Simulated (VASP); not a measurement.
# Ge4P (P4/mmm) in VASP: single point with PBE

Aim: the single point of Ge4P with PBE.

All numbers are computed with VASP 6.6.1; they aren't measurements. Logs are shortened: lines on timing, memory, paths and dates and some standing lists are left out, and cuts for length are marked.

### Step 1. The cell of the first run

Symmetry: P4/mmm, No. 123, tetragonal system. The conventional cell has a = 3.832 Å, b = 3.832 Å, c = 5.419 Å, α = 90.00°, β = 90.00°, γ = 90.00°. Within 3.1 Å of Ge (site symmetry 2mm) lie 2 P at 2.35 Å and 6 Ge at 2.71 Å. P (site symmetry 4/mmm) has 8 Ge at 2.35 Å within 3.1 Å.

### Step 2. Single point, PBE (atoms taken out)

The input, INCAR:

```
PREC     = Accurate       # precision mode
ENCUT    = 520            # plane-wave cutoff, eV
EDIFF    = 1E-7           # SCF threshold, eV
ISMEAR   = 0              # smearing method
SIGMA    = 0.1            # smearing width, eV
LREAL    = F              # projectors in reciprocal space
LASPH    = T              # aspherical terms in the spheres
NELM     = 80             # most SCF steps
ALGO     = Normal         # electronic algorithm
ISIF     = 2              # what is computed and relaxed
LWAVE    = F              # write WAVECAR
LCHARG   = F              # write CHGCAR
GGA      = PE             # functional
NBANDS   = 38             # bands
```

The input, KPOINTS:

```
regular mesh
0
Gamma
  4 4 4
```

The input, POSCAR:

```
Ge4P
1.0
    3.8321468300      0.0000000000      0.0000000000
    0.0000000000      3.8321468300      0.0000000000
    0.0000000000      0.0000000000      5.4194740200
Ge P
4 1
Direct
    0.5000000000      0.0000000000      0.2500000000
    0.0000000000      0.5000000000      0.7500000000
    0.5000000000      0.0000000000      0.7500000000
    0.0000000000      0.5000000000      0.2500000000
    0.0000000000      0.0000000000      0.0000000000
```

Potentials or basis: VASP PAW PBE potentials, release 64 (Ge_d, P).

Command:

```sh
$ cat potpaw_PBE.64/Ge_d/POTCAR potpaw_PBE.64/P/POTCAR > POTCAR
$ mpirun -np 1 vasp_std > vasp.out
```

OUTCAR:

```text
PREC = Accurate
   ENCUT = 520
   EDIFF = 1E-7
   ISMEAR = 0
   LREAL = F
   LASPH = T
   NELM = 80
   ISIF = 2
   GGA = PE

 ion  position               nearest neighbor table
   1  0.500  0.000  0.250-   5 2.35   5 2.35   4 2.71   4 2.71   4 2.71   4 2.71   3 2.71   3 2.71

   2  0.000  0.500  0.750-   5 2.35   5 2.35   3 2.71   3 2.71   3 2.71   3 2.71   4 2.71   4 2.71

   3  0.500  0.000  0.750-   5 2.35   5 2.35   2 2.71   2 2.71   2 2.71   2 2.71   1 2.71   1 2.71

   4  0.000  0.500  0.250-   5 2.35   5 2.35   1 2.71   1 2.71   1 2.71   1 2.71   2 2.71   2 2.71

   5  0.000  0.000  0.000-   1 2.35   2 2.35   3 2.35   4 2.35   2 2.35   4 2.35   1 2.35   3 2.35

  LATTYP: Found a simple tetragonal cell.
 ALAT       =     3.8321468300
 C/A-ratio  =     1.4142135624

  Lattice vectors:

 A1 = (   3.8321468300,   0.0000000000,   0.0000000000)
 A2 = (   0.0000000000,   3.8321468300,   0.0000000000)
 A3 = (   0.0000000000,   0.0000000000,   5.4194740200)

Analysis of symmetry for initial positions (statically):
=====================================================================
 Subroutine PRICEL returns:
 Original cell was already a primitive cell.

 Routine SETGRP: Setting up the symmetry group for a
 simple tetragonal supercell.

 Subroutine GETGRP returns: Found 16 space group operations
 (whereof 16 operations were pure point group operations)
 out of a pool of 16 trial point group operations.

The static configuration has the point symmetry D_4h.

Analysis of symmetry for dynamics (positions and initial velocities):
=====================================================================
 Subroutine PRICEL returns:
 Original cell was already a primitive cell.

 Routine SETGRP: Setting up the symmetry group for a
 simple tetragonal supercell.

 Subroutine GETGRP returns: Found 16 space group operations
 (whereof 16 operations were pure point group operations)
 out of a pool of 16 trial point group operations.

The dynamic configuration has the point symmetry D_4h.

 Subroutine INISYM returns: Found 16 space group operations
 (whereof 16 operations are pure point group operations),
 and found     1 'primitive' translations

----------------------------------------------------------------------------------------

                                     Primitive cell

  volume of cell :      79.5869

  direct lattice vectors                    reciprocal lattice vectors
     3.832146830  0.000000000  0.000000000     0.260950335  0.000000000  0.000000000
     0.000000000  3.832146830  0.000000000     0.000000000  0.260950335  0.000000000
     0.000000000  0.000000000  5.419474020     0.000000000  0.000000000  0.184519752

  length of vectors
     3.832146830  3.832146830  5.419474020     0.260950335  0.260950335  0.184519752

  position of ions in fractional coordinates (direct lattice)
     0.500000000  0.000000000  0.250000000
     0.000000000  0.500000000  0.750000000
     0.500000000  0.000000000  0.750000000
     0.000000000  0.500000000  0.250000000
     0.000000000  0.000000000  0.000000000

  ion indices of the primitive-cell ions
   primitive index   ion index
                 1           1
                 2           2
                 3           3
                 4           4
                 5           5

----------------------------------------------------------------------------------------

 KPOINTS: regular mesh

Automatic generation of k-mesh.
 Grid dimensions read from file:
 generate k-points for:    4    4    4

 Generating k-lattice:

  Cartesian coordinates                     Fractional coordinates (reciprocal lattice)
     0.065237584  0.000000000  0.000000000     0.250000000  0.000000000  0.000000000
     0.000000000  0.065237584  0.000000000     0.000000000  0.250000000  0.000000000
     0.000000000  0.000000000  0.046129938     0.000000000  0.000000000  0.250000000

  Length of vectors
     0.065237584  0.065237584  0.046129938

  Shift w.r.t. Gamma in fractional coordinates (k-lattice)
     0.000000000  0.000000000  0.000000000

 Subroutine IBZKPT returns following result:
 ===========================================

 Found     18 irreducible k-points:

 Following reciprocal coordinates:
            Coordinates               Weight
  0.000000  0.000000  0.000000      1.000000
  0.250000  0.000000  0.000000      4.000000
  0.500000  0.000000  0.000000      2.000000
  0.250000  0.250000  0.000000      4.000000
  0.500000  0.250000  0.000000      4.000000
  0.500000  0.500000  0.000000      1.000000
[... 10 lines left out ...]
  0.500000  0.250000  0.500000      4.000000
  0.500000  0.500000  0.500000      1.000000
   k-points           NKPTS =     18   k-points in BZ     NKDIM =     18   number of bands    NBANDS=     38
   number of dos      NEDOS =    301   number of ions     NIONS =      5
   total plane-waves  NPLWV =  36000
   dimension x,y,z NGX =    30 NGY =   30 NGZ =   40
   dimension x,y,z NGXF=    60 NGYF=   60 NGZF=   80
   ions per type =               4   1
   NGX,Y,Z   is equivalent  to a cutoff of  13.01, 13.01, 12.27 a.u.
   NGXF,Y,Z  is equivalent  to a cutoff of  26.03, 26.03, 24.54 a.u.
 SYSTEM =  unknown system
   PREC   = accura    normal or accurate (medium, high low for compatibility)
   ISTART =      0    job   : 0-new  1-cont  2-samecut
   ICHARG =      2    charge: 1-file 2-atom 10-const
   ISPIN  =      1    spin polarized calculation?
   LNONCOLLINEAR =      F non collinear calculations
   LSORBIT =      F    spin-orbit coupling
   LASPH  =      T    aspherical Exc in radial PAW
   ENCUT  =  520.0 eV  38.22 Ry    6.18 a.u.   7.13  7.13 10.08*2*pi/ulx,y,z
   NELM   =     80;   NELMIN=  2; NELMDL= -5     # of ELM steps
   EDIFF  = 0.1E-06   stopping-criterion for ELM
   LREAL  =      F    real-space projection
   EDIFFG = 0.1E-05   stopping-criterion for IOM
   NSW    =      0    number of steps for IOM
   IBRION =     -1    ionic relax: 0-MD 1-quasi-New 2-CG
   NFREE  =      0    steps in history (QN), initial steepest desc. (CG)
   ISIF   =      2    stress and relaxation
   ISYM   =      2    0-nonsym 1-usesym 2-fastsym
   POTIM  = 0.5000    time-step for ionic-motion
   TEBEG  =    0.0;   TEEND  =   0.0 temperature during run
   PSTRESS=    0.0 pullay stress
   NELECT =      61.0000    total number of electrons
   NUPDOWN=      -1.0000    fix difference up-down
   EMIN   =  10.00;   EMAX   =-10.00  energy-range for DOS
   EFERMI =   0.00;   METHOD = LEGACY
   ISMEAR =     0;   SIGMA  =   0.10  broadening in eV -4-tet -1-fermi 0-gaus
   EFERMI_NEDOS =   21; number of points for ismear=-14 and -15
   IALGO  =     38    algorithm
   IMIX   =      4    mixing-type and parameters
     AMIX     =   0.40;   BMIX     =  1.00
     AMIX_MAG =   1.60;   BMIX_MAG =  1.00
  volume/ion in A,a.u.               =      15.92       107.42
  Fermi-wavevector in a.u.,A,eV,Ry     =   1.498204  2.831195 30.539847  2.244615
  Thomas-Fermi vector in A             =   2.609993
   LORBIT       =      0    0 simple, 1 ext, 2 COOP (PROOUT), +10 PAW based schemes
   GGA     = PE    functional components
   LHFCALC =     F    Hartree Fock is set to
   AEXX    =    0.0000 exact exchange contribution
   IVDW    =     0    specifies the selected vdW correction
   LEPSILON=     F    determine dielectric tensor
   LRPA    =     F    only Hartree local field effects (RPA)
 non-spin polarized calculation
 Gauss-broadening in eV      SIGMA  =   0.10
  energy-cutoff  :      520.00
  volume of cell :       79.59
 maximum number of plane-waves:      2180
 NGX is ok and might be reduce to    30
   NGX = 15   NGY = 15   NGZ = 21

 number of electron      60.9999989 magnetization

 Free energy of the ion-electron system (eV)
  ---------------------------------------------------
  ext. energy  EPLUGINS =         0.00000000
  ---------------------------------------------------
  free energy    TOTEN  =       -18.84312193 eV

  energy without entropy =      -18.83433394  energy(sigma->0) =      -18.83872793

 E-fermi :   8.8383     XC(G=0): -11.7115

 val. band max:        8.8082349272   @ k =   0.5000   0.0000   0.0000
 cond. band min:       8.9441797060   @ k =   0.5000   0.5000   0.5000
 fundamental gap:      0.1359447788
 Fermi energy:         8.8382981763

 k-point     1 :       0.0000    0.0000    0.0000
  band No.  band energies     occupation
      1     -16.2370      2.00000
      2     -16.2221      2.00000
      3     -16.2052      2.00000
      4     -16.1729      2.00000
      5     -16.1613      2.00000
      6     -16.1613      2.00000
[... 30 lines left out ...]
     37      14.3125      0.00000
     38      14.3200      0.00000

 k-point     2 :       0.2500    0.0000    0.0000
  band No.  band energies     occupation
      1     -16.2183      2.00000
      2     -16.1778      2.00000
      3     -16.1647      2.00000
      4     -16.1609      2.00000
      5     -16.1490      2.00000
      6     -16.1402      2.00000
[... 30 lines left out ...]
     37      13.4192      0.00000
     38      14.3218      0.00000

 k-point     3 :       0.5000    0.0000    0.0000
  band No.  band energies     occupation
      1     -16.1785      2.00000
      2     -16.1761      2.00000
      3     -16.1569      2.00000
      4     -16.1366      2.00000
      5     -16.0834      2.00000
      6     -16.0796      2.00000
[... 30 lines left out ...]
     37      14.3951      0.00000
     38      14.8628      0.00000

 k-point     4 :       0.2500    0.2500    0.0000
  band No.  band energies     occupation
      1     -16.2242      2.00000
      2     -16.1930      2.00000
      3     -16.1577      2.00000
      4     -16.1476      2.00000
      5     -16.1266      2.00000
      6     -16.1126      2.00000
[... 30 lines left out ...]
     37      13.7448      0.00000
     38      16.6739      0.00000
[... 457 lines left out ...]
      4     -16.1090      2.00000
      5     -16.0999      2.00000
      6     -16.0972      2.00000
[... 30 lines left out ...]
     37      13.3340      0.00000
     38      14.9573      0.00000

 k-point    17 :       0.5000    0.2500    0.5000
  band No.  band energies     occupation
      1     -16.1657      2.00000
      2     -16.1304      2.00000
      3     -16.1285      2.00000
      4     -16.1250      2.00000
      5     -16.1220      2.00000
      6     -16.1107      2.00000
[... 30 lines left out ...]
     37      14.5286      0.00000
     38      15.2334      0.00000

 k-point    18 :       0.5000    0.5000    0.5000
  band No.  band energies     occupation
      1     -16.1869      2.00000
      2     -16.1546      2.00000
      3     -16.1546      2.00000
      4     -16.1495      2.00000
      5     -16.1495      2.00000
      6     -16.1269      2.00000
[... 30 lines left out ...]
     37      15.5825      0.00000
     38      15.9130      0.00000

------------------------ aborting loop because EDIFF is reached ----------------------------------------

  FORCE on cell =-STRESS in cart. coord.  units (eV):
  Direction    XX          YY          ZZ          XY          YZ          ZX
  --------------------------------------------------------------------------------------
  -------------------------------------------------------------------------------------
  Total       14.4783231     14.4783231     18.8508690      0.0000000     -0.0000000      0.0000000
  in kB      291.4656806    291.4656806    379.4901751      0.0000000     -0.0000000      0.0000000
  external PRESSURE =     320.8071788 kB  Pullay stress =       0.0000000 kB

 VOLUME and BASIS-vectors are now :
 -----------------------------------------------------------------------------
  energy-cutoff  :      520.00
  volume of cell :       79.59
      direct lattice vectors                 reciprocal lattice vectors
     3.832146830  0.000000000  0.000000000     0.260950335  0.000000000  0.000000000
     0.000000000  3.832146830  0.000000000     0.000000000  0.260950335  0.000000000
     0.000000000  0.000000000  5.419474020     0.000000000  0.000000000  0.184519752

 POSITION                                       TOTAL-FORCE (eV/Angst)
 -----------------------------------------------------------------------------------
      1.91607      0.00000      1.35487        -0.000000      0.000000      2.515027
      0.00000      1.91607      4.06461         0.000000     -0.000000     -2.515027
      1.91607      0.00000      4.06461        -0.000000     -0.000000     -2.515027
      0.00000      1.91607      1.35487        -0.000000      0.000000      2.515027
      0.00000      0.00000      0.00000        -0.000000     -0.000000      0.000000
 -----------------------------------------------------------------------------------
    total drift:                                0.000000      0.000000      0.000000

  FREE ENERGIE OF THE ION-ELECTRON SYSTEM (eV)
  ---------------------------------------------------
  free  energy   TOTEN  =       -18.8431219307 eV

  energy  without entropy=      -18.8343339369  energy(sigma->0) =      -18.83872793
```

Run time: 67 s. Hardware: 1 thread of Intel Xeon 8259CL, shared host; peak memory 0.21 GiB.

Results:

```
Free energy            : -18.8431 eV
Pressure               : 32.1 GPa
Largest force          : 2.515 eV/Å
Band gap on the k mesh : zero (an odd number of electrons rules out a gap without spin polarisation)
```

Forces on the atoms (eV/Å):
```
Ge   0.000  0.000  2.515
Ge   0.000  0.000 -2.515
Ge   0.000  0.000 -2.515
Ge   0.000  0.000  2.515
P    0.000  0.000  0.000
```

Caveat: the k points lie up to 0.41 Å⁻¹ apart, too coarse for converged energies and pressures of a metal; the cell differs from its parent crystal (atoms taken out); forces of over 1 eV/Å act on the atoms, so gaps and moduli don't describe the material at rest.
